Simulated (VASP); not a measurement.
A run of VASP 6.6.1:

Contents of INCAR:

```
PREC     = Accurate       # precision mode
ENCUT    = 600            # plane-wave cutoff, eV
EDIFF    = 1E-6           # SCF threshold, eV
ISMEAR   = -1             # smearing method
SIGMA    = 0.05           # smearing width, eV
LREAL    = False          # projectors in reciprocal space
LASPH    = True           # aspherical terms in the spheres
NELM     = 150            # most SCF steps
ALGO     = Normal         # electronic algorithm
ISIF     = 3              # what is computed and relaxed
LWAVE    = False          # write WAVECAR
LCHARG   = False          # write CHGCAR
LMAXMIX  = 4              # l up to which the mixer works
LDAU     = True           # DFT+U
LDAUTYPE = 2            
LDAUL    = 2 -1           # shell
LDAUU    = 4 0            # U, eV
LDAUJ    = 0 0          
LDAUPRINT= 1            
GGA      = PS             # functional
IBRION   = 2              # ionic algorithm
NSW      = 60             # ionic steps
EDIFFG   = -0.01          # ionic threshold
```

Contents of KPOINTS:

```
Automatic mesh
0
Gamma
  10 10 6
```

The input POSCAR:

```
Ta2N
1.0
    3.1128615060      0.0000000000      0.0000000000
   -1.5564307530      2.6958171426      0.0000000000
    0.0000000000      0.0000000000      4.8698410000
Ta N
2 1
Direct
    0.3333333333      0.6666666667      0.2547110000
    0.6666666667      0.3333333333      0.7452890000
    0.0000000000      0.0000000000      0.0000000000
```

Potentials or basis: VASP PAW PBE potentials, release 64 (Ta_pv, N).

Run with:

```sh
$ cat potpaw_PBE.64/Ta_pv/POTCAR potpaw_PBE.64/N/POTCAR > POTCAR
$ mpirun -np 1 vasp_std > vasp.out
```

Hardware: 1 thread of Intel(R) Xeon(R) 6975P-C (Granite Rapids), on a shared host.

How long does it take, and how much memory?

It took 110 s on 1 thread of Intel(R) Xeon(R) 6975P-C (Granite Rapids) (shared host), peak memory 0.23 GiB. Counts: scf iterations 51, k points 72, ion steps 7.
